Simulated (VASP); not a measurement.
Input of a VASP 6.6.1 run:

INCAR

```
SYSTEM = In
ALGO     = Normal         ! electronic algorithm
EDIFF    = 1E-7           ! SCF threshold, eV
EDIFFG   = -0.04          ! ionic threshold
ENCUT    = 600            ! plane-wave cutoff, eV
GGA      = PE             ! functional
IBRION   = 2              ! ionic algorithm
ISIF     = 3              ! what is computed and relaxed
ISMEAR   = 0              ! smearing method
LASPH    = .True.         ! aspherical terms in the spheres
LCHARG   = .False.        ! write CHGCAR
LREAL    = .False.        ! projectors in reciprocal space
LWAVE    = .False.        ! write WAVECAR
NELM     = 100            ! most SCF steps
NSW      = 90             ! ionic steps
PREC     = Accurate       ! precision mode
SIGMA    = 0.1            ! smearing width, eV
```

Contents of KPOINTS:

```
k-points
0
Gamma
  4 2 6
  0 0 0
```

Contents of POSCAR:

```
In
1.0
    4.6296547258      0.0000000000      0.0000000000
    0.0000000000      7.6751466953      0.0000000000
    0.0000000000      0.0000000000      3.4520125045
In
4
Direct
    0.0205000000      0.2500000000      0.6348000000
    0.9795000000      0.7500000000      0.3652000000
    0.4795000000      0.7500000000      0.1348000000
    0.5205000000      0.2500000000      0.8652000000
```

Potentials or basis: VASP PAW PBE potentials, release 64 (In_d).

Launch:

```console
$ cat potpaw_PBE.64/In_d/POTCAR > POTCAR
$ mpirun -np 1 vasp_std > vasp.out
```

**Question.** Estimate the relaxed cell.

**Answer.** a = 5.636 Å, b = 6.121 Å, c = 3.294 Å, α = 90.00°, β = 90.00°, γ = 90.00°.

**Question.** Estimate the band gap on the k mesh.

**Answer.** Zero (band 26 reaches 9.11 eV, above the bottom of band 27 at 4.47 eV).

Stress tensor (GPa, compression positive):
```
 0.20  0.00  0.00
 0.00 -0.16  0.00
 0.00  0.00 -0.09
```

Caveat: the k points lie up to 0.51 Å⁻¹ apart in the final cell; spin-orbit coupling is left out, which moves the levels of the heavy elements.
